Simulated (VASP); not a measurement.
# HfN (Fm-3m) in VASP: notebook

The runs below take HfN through single point, with PBEsol.

Everything below comes from runs of VASP 6.6.1. Logs are shortened: lines on timing, memory, paths and dates and some standing lists are left out, and cuts for length are marked.

**1. The cell of the first run**

It takes space group Fm-3m (No. 225, cubic). Conventional cell: a = 4.533 Å, b = 4.533 Å, c = 4.533 Å, α = 90.00°, β = 90.00°, γ = 90.00°. Within 3.0 Å of Hf (site symmetry m-3m) lie 6 N at 2.27 Å. N (site symmetry m-3m) has 6 Hf at 2.27 Å within 3.0 Å.

**2. Single point, PBEsol (volume scaled by 1.01)**

The input, INCAR:

```
SYSTEM = HfN
PREC = Accurate
ENCUT = 520
EDIFF = 1E-6
ISMEAR = -1
SIGMA = 0.01
LREAL = .False.
LASPH = .True.
NELM = 80
ALGO = Normal
ISIF = 2
LWAVE = .False.
LCHARG = .True.
GGA = PS
LELF = .True.
LVHAR = .True.
NBANDS = 14
```

The input, KPOINTS:

```
Automatic mesh
0
Gamma
  10 10 10
  0 0 0
```

The input, POSCAR:

```
HfN
1.0
    0.0000000000      2.2665050385      2.2665050385
    2.2665050385      0.0000000000      2.2665050385
    2.2665050385      2.2665050385      0.0000000000
Hf N
1 1
Direct
    0.0000000000      0.0000000000      0.0000000000
    0.5000000000      0.5000000000      0.5000000000
```

Potentials or basis: VASP PAW PBE potentials, release 64 (Hf_pv, N).

Run with:

```sh
$ cat potpaw_PBE.64/Hf_pv/POTCAR potpaw_PBE.64/N/POTCAR > POTCAR
$ mpirun -np 1 vasp_std > vasp.out
```

OUTCAR:

```text
SYSTEM = HfN
   PREC = Accurate
   ENCUT = 520
   EDIFF = 1E-6
   ISMEAR = -1
   LREAL = .False.
   LASPH = .True.
   NELM = 80
   ISIF = 2
   GGA = PS

 ion  position               nearest neighbor table
   1  0.000  0.000  0.000-   2 2.27   2 2.27   2 2.27   2 2.27   2 2.27   2 2.27
   2  0.500  0.500  0.500-   1 2.27   1 2.27   1 2.27   1 2.27   1 2.27   1 2.27

  LATTYP: Found a face centered cubic cell.
 ALAT       =     4.5330100770

  Lattice vectors:

 A1 = (   0.0000000000,   2.2665050385,   2.2665050385)
 A2 = (   2.2665050385,   0.0000000000,   2.2665050385)
 A3 = (   2.2665050385,   2.2665050385,   0.0000000000)

Analysis of symmetry for initial positions (statically):
=====================================================================
 Subroutine PRICEL returns:
 Original cell was already a primitive cell.

 Routine SETGRP: Setting up the symmetry group for a
 face centered cubic supercell.

 Subroutine GETGRP returns: Found 48 space group operations
 (whereof 48 operations were pure point group operations)
 out of a pool of 48 trial point group operations.

The static configuration has the point symmetry O_h .

Analysis of symmetry for dynamics (positions and initial velocities):
=====================================================================
 Subroutine PRICEL returns:
 Original cell was already a primitive cell.

 Routine SETGRP: Setting up the symmetry group for a
 face centered cubic supercell.

 Subroutine GETGRP returns: Found 48 space group operations
 (whereof 48 operations were pure point group operations)
 out of a pool of 48 trial point group operations.

The dynamic configuration has the point symmetry O_h .

 Subroutine INISYM returns: Found 48 space group operations
 (whereof 48 operations are pure point group operations),
 and found     1 'primitive' translations

----------------------------------------------------------------------------------------

                                     Primitive cell

  volume of cell :      23.2863

  direct lattice vectors                    reciprocal lattice vectors
     0.000000000  2.266505039  2.266505039    -0.220603966  0.220603966  0.220603966
     2.266505039  0.000000000  2.266505039     0.220603966 -0.220603966  0.220603966
     2.266505039  2.266505039  0.000000000     0.220603966  0.220603966 -0.220603966

  length of vectors
     3.205322165  3.205322165  3.205322165     0.382097277  0.382097277  0.382097277

  position of ions in fractional coordinates (direct lattice)
     0.000000000  0.000000000  0.000000000
     0.500000000  0.500000000  0.500000000

  ion indices of the primitive-cell ions
   primitive index   ion index
                 1           1
                 2           2

----------------------------------------------------------------------------------------

 KPOINTS: Automatic mesh

Automatic generation of k-mesh.
 Grid dimensions read from file:
 generate k-points for:   10   10   10

 Generating k-lattice:

  Cartesian coordinates                     Fractional coordinates (reciprocal lattice)
    -0.022060397  0.022060397  0.022060397     0.100000000  0.000000000  0.000000000
     0.022060397 -0.022060397  0.022060397     0.000000000  0.100000000  0.000000000
     0.022060397  0.022060397 -0.022060397     0.000000000  0.000000000  0.100000000

  Length of vectors
     0.038209728  0.038209728  0.038209728

  Shift w.r.t. Gamma in fractional coordinates (k-lattice)
     0.000000000  0.000000000  0.000000000

 Subroutine IBZKPT returns following result:
 ===========================================

 Found     47 irreducible k-points:

 Following reciprocal coordinates:
            Coordinates               Weight
  0.000000  0.000000  0.000000      1.000000
  0.100000  0.000000  0.000000      8.000000
  0.200000  0.000000  0.000000      8.000000
  0.300000  0.000000  0.000000      8.000000
  0.400000  0.000000  0.000000      8.000000
  0.500000  0.000000  0.000000      4.000000
[... 16 lines left out ...]
  0.300000  0.300000  0.000000      6.000000
  0.400000  0.300000  0.000000     24.000000
 [... further k-points ...]
   k-points           NKPTS =     47   k-points in BZ     NKDIM =     47   number of bands    NBANDS=     14
   number of dos      NEDOS =    301   number of ions     NIONS =      2
   total plane-waves  NPLWV =  13824
   dimension x,y,z NGX =    24 NGY =   24 NGZ =   24
   dimension x,y,z NGXF=    48 NGYF=   48 NGZF=   48
   ions per type =               1   1
   NGX,Y,Z   is equivalent  to a cutoff of  12.45, 12.45, 12.45 a.u.
   NGXF,Y,Z  is equivalent  to a cutoff of  24.90, 24.90, 24.90 a.u.
 SYSTEM =  HfN
   PREC   = accura    normal or accurate (medium, high low for compatibility)
   ISTART =      0    job   : 0-new  1-cont  2-samecut
   ICHARG =      2    charge: 1-file 2-atom 10-const
   ISPIN  =      1    spin polarized calculation?
   LNONCOLLINEAR =      F non collinear calculations
   LSORBIT =      F    spin-orbit coupling
   LASPH  =      T    aspherical Exc in radial PAW
   ENCUT  =  520.0 eV  38.22 Ry    6.18 a.u.   5.96  5.96  5.96*2*pi/ulx,y,z
   NELM   =     80;   NELMIN=  2; NELMDL= -5     # of ELM steps
   EDIFF  = 0.1E-05   stopping-criterion for ELM
   LREAL  =      F    real-space projection
   EDIFFG = 0.1E-04   stopping-criterion for IOM
   NSW    =      0    number of steps for IOM
   IBRION =     -1    ionic relax: 0-MD 1-quasi-New 2-CG
   NFREE  =      0    steps in history (QN), initial steepest desc. (CG)
   ISIF   =      2    stress and relaxation
   ISYM   =      2    0-nonsym 1-usesym 2-fastsym
   POTIM  = 0.5000    time-step for ionic-motion
   TEBEG  =    0.0;   TEEND  =   0.0 temperature during run
   PSTRESS=    0.0 pullay stress
   NELECT =      15.0000    total number of electrons
   NUPDOWN=      -1.0000    fix difference up-down
   EMIN   =  10.00;   EMAX   =-10.00  energy-range for DOS
   EFERMI =   0.00;   METHOD = LEGACY
   ISMEAR =    -1;   SIGMA  =   0.01  broadening in eV -4-tet -1-fermi 0-gaus
   EFERMI_NEDOS =   21; number of points for ismear=-14 and -15
   IALGO  =     38    algorithm
   IMIX   =      4    mixing-type and parameters
     AMIX     =   0.40;   BMIX     =  1.00
     AMIX_MAG =   1.60;   BMIX_MAG =  1.00
  volume/ion in A,a.u.               =      11.64        78.57
  Fermi-wavevector in a.u.,A,eV,Ry     =   1.413856  2.671801 27.197900  1.998989
  Thomas-Fermi vector in A             =   2.535459
   LORBIT       =      0    0 simple, 1 ext, 2 COOP (PROOUT), +10 PAW based schemes
   GGA     = PS    functional components
   LHFCALC =     F    Hartree Fock is set to
   AEXX    =    0.0000 exact exchange contribution
   IVDW    =     0    specifies the selected vdW correction
   LEPSILON=     F    determine dielectric tensor
   LRPA    =     F    only Hartree local field effects (RPA)
 non-spin polarized calculation
  energy-cutoff  :      520.00
  volume of cell :       23.29
 maximum number of plane-waves:       636
   NGX = 11   NGY = 11   NGZ = 11

 number of electron      15.0000000 magnetization

 Free energy of the ion-electron system (eV)
  ---------------------------------------------------
  ext. energy  EPLUGINS =         0.00000000
  ---------------------------------------------------
  free energy    TOTEN  =       -22.97018045 eV

  energy without entropy =      -22.97001109  energy(sigma->0) =      -22.97009577

 E-fermi :   8.1393     XC(G=0): -12.8418

 val. band max:        8.0950316948   @ k =  -0.4000   0.3000   0.0000
 cond. band min:       8.1546041425   @ k =  -0.1000   0.1000   0.0000
 fundamental gap:      0.0595724477
 Fermi energy:         8.1393109736

 k-point     1 :       0.0000    0.0000    0.0000
  band No.  band energies     occupation
      1     -22.9839      2.00000
      2     -22.9839      2.00000
      3     -22.9839      2.00000
      4      -9.2735      2.00000
      5       5.1318      2.00000
      6       5.1318      2.00000
      7       5.1318      2.00000
      8       7.7471      2.00000
      9       7.7471      2.00000
     10       7.7471      2.00000
     11       9.8244      0.00000
     12      10.0325      0.00000
     13      10.0325      0.00000
     14      17.6256      0.00000

 k-point     2 :       0.1000    0.0000    0.0000
  band No.  band energies     occupation
      1     -23.0817      2.00000
      2     -22.9921      2.00000
      3     -22.9921      2.00000
      4      -9.0474      2.00000
      5       4.2037      2.00000
      6       4.5885      2.00000
      7       4.5885      2.00000
      8       7.9734      2.00000
      9       8.0716      1.99771
     10       8.0716      1.99771
     11      10.5313      0.00000
     12      10.7671      0.00000
     13      10.7671      0.00000
     14      18.3845      0.00000

 k-point     3 :       0.2000    0.0000    0.0000
  band No.  band energies     occupation
      1     -23.3280      2.00000
      2     -23.0136      2.00000
      3     -23.0136      2.00000
      4      -8.4385      2.00000
      5       2.5319      2.00000
      6       3.5991      2.00000
      7       3.5991      2.00000
      8       8.3513      0.00000
      9       8.8800      0.00000
     10       8.8800      0.00000
     11      11.9825      0.00000
     12      12.4225      0.00000
     13      12.4225      0.00000
     14      20.1868      0.00000
[... 324 lines left out ...]
 k-point    23 :       0.3000    0.3000    0.0000
  band No.  band energies     occupation
      1     -23.5350      2.00000
      2     -23.1821      2.00000
      3     -23.1821      2.00000
      4      -7.9845      2.00000
      5       1.3322      2.00000
      6       4.2797      2.00000
      7       4.2797      2.00000
      8       5.2066      2.00000
      9      11.3066      0.00000
     10      11.7683      0.00000
     11      12.1602      0.00000
     12      12.1602      0.00000
     13      17.0012      0.00000
     14      20.2955      0.00000

 k-point    24 :       0.4000    0.3000    0.0000
  band No.  band energies     occupation
      1     -23.6412      2.00000
      2     -23.2416      2.00000
      3     -23.2134      2.00000
      4      -7.8692      2.00000
      5       1.5384      2.00000
      6       3.5316      2.00000
      7       4.0207      2.00000
      8       5.6496      2.00000
      9      12.1340      0.00000
     10      12.6219      0.00000
     11      12.8087      0.00000
     12      12.8418      0.00000
     13      17.1609      0.00000
     14      19.2419      0.00000

 [... further k-points ...]
[... 5 lines left out ...]
  --------------------------------------------------------------------------------------
  -------------------------------------------------------------------------------------
  Total       -1.1318311     -1.1318311     -1.1318311      0.0000000     -0.0000000      0.0000000
  in kB      -77.8739389    -77.8739389    -77.8739389      0.0000000     -0.0000000      0.0000000
  external PRESSURE =     -77.8739389 kB  Pullay stress =       0.0000000 kB

 VOLUME and BASIS-vectors are now :
 -----------------------------------------------------------------------------
  energy-cutoff  :      520.00
  volume of cell :       23.29
      direct lattice vectors                 reciprocal lattice vectors
     0.000000000  2.266505039  2.266505039    -0.220603966  0.220603966  0.220603966
     2.266505039  0.000000000  2.266505039     0.220603966 -0.220603966  0.220603966
     2.266505039  2.266505039  0.000000000     0.220603966  0.220603966 -0.220603966

 POSITION                                       TOTAL-FORCE (eV/Angst)
 -----------------------------------------------------------------------------------
      0.00000      0.00000      0.00000        -0.000000      0.000000      0.000000
      2.26651      2.26651      2.26651         0.000000      0.000000      0.000000
 -----------------------------------------------------------------------------------
    total drift:                                0.000000     -0.000000     -0.000000

  FREE ENERGIE OF THE ION-ELECTRON SYSTEM (eV)
  ---------------------------------------------------
  free  energy   TOTEN  =       -22.9701804501 eV

  energy  without entropy=      -22.9700110919  energy(sigma->0) =      -22.97009577
```

Run time: 7.2 s. Hardware: 1 thread of Intel Xeon Platinum 8488C (Sapphire Rapids), shared host; peak memory 0.14 GiB.

What came out:

| Item | Value |
| --- | --- |
| Free energy | -22.9702 eV |
| Pressure | -7.8 GPa |

Levels at points of the mesh, in eV from the Fermi level:
| k point | band 5 | band 6 | band 7 | band 8 | band 9 | band 10 | band 11 | band 12 |
| --- | --- | --- | --- | --- | --- | --- | --- | --- |
| (0.00, 0.00, 0.00) | -3.01 | -3.01 | -3.01 | -0.39 | -0.39 | -0.39 | 1.69 | 1.89 |
| (0.50, 0.00, 0.00) | -8.88 | -6.16 | -6.16 | 3.22 | 3.64 | 3.64 | 4.32 | 8.72 |
| (0.50, 0.50, 0.00) | -5.42 | -3.82 | -3.69 | -3.69 | 4.01 | 5.45 | 5.45 | 5.46 |

Caveat: the PAW data sets were made with another functional, which shifts forces and pressure a little; spin-orbit coupling is left out, which moves the levels of the heavy elements.

**3. Single point, PBEsol (volume scaled by 1.04)**

The input, INCAR:

```
PREC     = Accurate       # precision mode
ENCUT    = 520            # plane-wave cutoff, eV
EDIFF    = 1E-6           # SCF threshold, eV
ISMEAR   = -1             # smearing method
SIGMA    = 0.01           # smearing width, eV
LREAL    = False          # projectors in reciprocal space
LASPH    = True           # aspherical terms in the spheres
NELM     = 100            # most SCF steps
ALGO     = Normal         # electronic algorithm
ISIF     = 2              # what is computed and relaxed
LWAVE    = False          # write WAVECAR
LCHARG   = False          # write CHGCAR
GGA      = PS             # functional
NBANDS   = 14             # bands
```

The input, KPOINTS:

```
regular mesh
0
Gamma
  10 10 10
```

The input, POSCAR:

```
HfN
1.0
    0.0000000000      2.2887270932      2.2887270932
    2.2887270932      0.0000000000      2.2887270932
    2.2887270932      2.2887270932      0.0000000000
Hf N
1 1
Direct
    0.0000000000      0.0000000000      0.0000000000
    0.5000000000      0.5000000000      0.5000000000
```

Potentials or basis: VASP PAW PBE potentials, release 64 (Hf_pv, N).

Run with:

```sh
$ cat potpaw_PBE.64/Hf_pv/POTCAR potpaw_PBE.64/N/POTCAR > POTCAR
$ mpirun -np 1 vasp_std > vasp.out
```

OUTCAR:

```text
PREC = Accurate
   ENCUT = 520
   EDIFF = 1E-6
   ISMEAR = -1
   LREAL = False
   LASPH = True
   NELM = 100
   ISIF = 2
   GGA = PS

 ion  position               nearest neighbor table
   1  0.000  0.000  0.000-   2 2.29   2 2.29   2 2.29   2 2.29   2 2.29   2 2.29
   2  0.500  0.500  0.500-   1 2.29   1 2.29   1 2.29   1 2.29   1 2.29   1 2.29

  LATTYP: Found a face centered cubic cell.
 ALAT       =     4.5774541864

  Lattice vectors:

 A1 = (   0.0000000000,   2.2887270932,   2.2887270932)
 A2 = (   2.2887270932,   0.0000000000,   2.2887270932)
[... 584 lines left out ...]
     10      12.1313      0.00000
     11      12.3523      0.00000
     12      12.3648      0.00000
     13      16.5747      0.00000
     14      18.6002      0.00000

 [... further k-points ...]
[... 5 lines left out ...]
  --------------------------------------------------------------------------------------
  -------------------------------------------------------------------------------------
  Total       -2.2218039     -2.2218039     -2.2218039      0.0000000     -0.0000000      0.0000000
  in kB     -148.4582315   -148.4582315   -148.4582315      0.0000000     -0.0000000      0.0000000
  external PRESSURE =    -148.4582315 kB  Pullay stress =       0.0000000 kB

 VOLUME and BASIS-vectors are now :
 -----------------------------------------------------------------------------
  energy-cutoff  :      520.00
  volume of cell :       23.98
      direct lattice vectors                 reciprocal lattice vectors
     0.000000000  2.288727093  2.288727093    -0.218462044  0.218462044  0.218462044
     2.288727093  0.000000000  2.288727093     0.218462044 -0.218462044  0.218462044
     2.288727093  2.288727093  0.000000000     0.218462044  0.218462044 -0.218462044

 POSITION                                       TOTAL-FORCE (eV/Angst)
 -----------------------------------------------------------------------------------
      0.00000      0.00000      0.00000         0.000000      0.000000      0.000000
      2.28873      2.28873      2.28873        -0.000000     -0.000000     -0.000000
 -----------------------------------------------------------------------------------
    total drift:                                0.000000     -0.000000     -0.000000

  FREE ENERGIE OF THE ION-ELECTRON SYSTEM (eV)
  ---------------------------------------------------
  free  energy   TOTEN  =       -22.9213648607 eV

  energy  without entropy=      -22.9212007979  energy(sigma->0) =      -22.92128283
```

OSZICAR:

```text
N       E                     dE             d eps       ncg     rms          rms(c)
DAV:   1     0.357327047108E+02    0.35733E+02   -0.76854E+03  1316   0.997E+02
DAV:   2    -0.236960427651E+02   -0.59429E+02   -0.56010E+02  1742   0.234E+02
DAV:   3    -0.256559641343E+02   -0.19599E+01   -0.19532E+01  1526   0.346E+01
DAV:   4    -0.256635472665E+02   -0.75831E-02   -0.75826E-02  1544   0.253E+00
DAV:   5    -0.256635970234E+02   -0.49757E-04   -0.49757E-04  1490   0.178E-01    0.465E+01
DAV:   6    -0.230659104423E+02    0.25977E+01   -0.74158E+00  1442   0.206E+01    0.395E+01
DAV:   7    -0.229579322142E+02    0.10798E+00   -0.46101E-01  1610   0.586E+00    0.251E+01
DAV:   8    -0.229282023999E+02    0.29730E-01   -0.13780E-01  1514   0.307E+00    0.550E+00
DAV:   9    -0.229214885243E+02    0.67139E-02   -0.17511E-02  1502   0.105E+00    0.199E+00
DAV:  10    -0.229214007307E+02    0.87794E-04   -0.10605E-03  1742   0.293E-01    0.488E-01
DAV:  11    -0.229213663482E+02    0.34383E-04   -0.69629E-05  1652   0.806E-02    0.938E-02
DAV:  12    -0.229213649436E+02    0.14046E-05   -0.77933E-06  1712   0.233E-02    0.107E-02
DAV:  13    -0.229213648607E+02    0.82917E-07   -0.13676E-07   886   0.373E-03
   1 F= -.22921365E+02 E0= -.22921283E+02  d E =-.164063E-03
```

Wall time 7.3 s (1 thread of Intel Xeon Platinum 8488C (Sapphire Rapids), shared host); peak memory 0.14 GiB.

What came out:

```yaml
Free_energy: -22.9214 eV
Pressure: -14.8 GPa
```

Levels at points of the mesh, in eV from the Fermi level:
```csv
k point,band 4,band 5,band 6,band 7,band 8,band 9,band 10,band 11,band 12,band 13
"(0.00, 0.00, 0.00)",-17.24,-2.97,-2.97,-2.97,-0.38,-0.38,-0.38,1.41,1.82,1.82
"(0.50, 0.00, 0.00)",-14.68,-8.71,-6.01,-6.01,3.09,3.49,3.49,4.17,8.38,8.38
"(0.50, 0.50, 0.00)",-16.14,-5.42,-3.69,-3.67,-3.67,3.86,5.13,5.22,5.22,7.42
```

Caveat: the PAW data sets were made with another functional, which shifts forces and pressure a little; spin-orbit coupling is left out, which moves the levels of the heavy elements.
